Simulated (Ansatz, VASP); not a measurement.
**Two plane-wave programs on InSb**

```
In Sb
1.0
     3.03914   -3.17860    0.00000
     3.03914    3.17860    0.00000
     0.00000    0.00000   18.01655
In Sb
6 6
Direct
  0.07967 0.92033 0.25000
  0.92033 0.07967 0.75000
  0.41384 0.58616 0.41023
  0.58616 0.41384 0.91023
  0.58616 0.41384 0.58977
  0.41384 0.58616 0.08977
  0.57724 0.42276 0.25000
  0.42276 0.57724 0.75000
  0.91876 0.08124 0.42393
  0.08124 0.91876 0.92393
  0.08124 0.91876 0.57607
  0.91876 0.08124 0.07607
```

Alike in both runs: task single point; functional LDA; k mesh 4 × 4 × 1; occupations gaussian, width 0.1 eV; no spin polarisation.

|  | VASP | Ansatz |
| --- | --- | --- |
| version | VASP 6.6.1 | Ansatz 0.2.0 |
| potentials or method | VASP PAW LDA potentials, release 64 (In_d, Sb), cutoff 500 eV | scalar-relativistic, plane waves, PAW |
| valence electrons in the cell | 108 | 168 |

```csv
,VASP,Ansatz,Ansatz less VASP
gap on the k mesh at the Fermi level (eV),none,none,-
pressure (GPa),-3.9,-3.9,-0.06
"traceless stress, the component that is largest in VASP (GPa)",0.74,0.76,+0.012
rms of the force components (eV/Å),0.125,0.135,+0.0102
```

Ansatz warns that its potentials were made for another functional, while VASP's fit it. LDA's correlation is that of Perdew and Zunger in VASP and of Perdew and Wang (1992) in Ansatz. Atom by atom the forces differ by 0.011 eV/Å (rms over components). A gap of «none» marks a metal or a gap that the smearing closes. VASP's potentials hold 108 valence electrons a cell and Ansatz's 168, so a difference there can come from the potentials and not from the codes.

Neither program's run includes spin-orbit coupling.
